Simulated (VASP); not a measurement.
Here is a VASP 6.6.1 calculation.

File POSCAR:

```
BAs
1.0
    0.0000000000      2.3885000000      2.3885000000
    2.3885000000      0.0000000000      2.3885000000
    2.3885000000      2.3885000000      0.0000000000
B As
1 1
Direct
    0.0000000000      0.0000000000      0.0000000000
    0.2500000000      0.2500000000      0.2500000000
```

INCAR.step1

```
SYSTEM = BAs
  PREC = Accurate
  ENCUT = 500
  EDIFF = 1E-8
  ISMEAR = 0
  SIGMA = 0.01
  LREAL = .FALSE.
  LASPH = .TRUE.
  NELM = 100
  ALGO = Normal
  LWAVE = .TRUE.
  LCHARG = .FALSE.
  GGA = PE
```

INCAR.step2

```
SYSTEM = BAs
  PREC = Accurate
  ENCUT = 500
  EDIFF = 1E-8
  ISMEAR = 0
  SIGMA = 0.01
  LREAL = .FALSE.
  LASPH = .TRUE.
  NELM = 1
  ALGO = Exact
  LWAVE = .TRUE.
  LCHARG = .FALSE.
  GGA = PE
  NBANDS = 533
  LOPTICS = .TRUE.
  ISTART = 1
```

File INCAR.step3:

```
SYSTEM = BAs
  PREC = Accurate
  ENCUT = 500
  EDIFF = 1E-8
  ISMEAR = 0
  SIGMA = 0.01
  LREAL = .FALSE.
  LASPH = .TRUE.
  ALGO = EVGW0
  LWAVE = .FALSE.
  LCHARG = .FALSE.
  GGA = PE
  NELMGW = 1
  NBANDS = 533
  ENCUTGW = 200
  NOMEGA = 48
  PRECFOCK = Fast
  ISTART = 1
  NBANDSGW = 12
```

The input KPOINTS:

```
regular mesh
0
G
  2 2 2
  0 0 0
```

Potentials or basis: VASP PAW PBE potentials, release 64 (B_GW, As_GW).

The run is started by

```console
$ cat potpaw_PBE.64/B_GW/POTCAR potpaw_PBE.64/As_GW/POTCAR > POTCAR
$ cp INCAR.step1 INCAR
$ mpirun -np 1 vasp_std > vasp.out
$ cp INCAR.step2 INCAR
$ mpirun -np 1 vasp_std > vasp.out
$ cp INCAR.step3 INCAR
$ mpirun -np 1 vasp_std > vasp.out
```

(1) Estimate the quasiparticle gap.

(2) Estimate the least direct quasiparticle gap.

(3) Estimate the band gap on the k mesh, mean-field level.

## Answers

(1) 1.79 eV.

(2) 4.04 eV.

(3) 1.28 eV, indirect (least direct gap 3.14 eV).

Caveat: the k points lie up to 1.14 Å⁻¹ apart; bands, screening cutoff and mesh are small and nothing is extrapolated, so the quasiparticle values aren't converged.
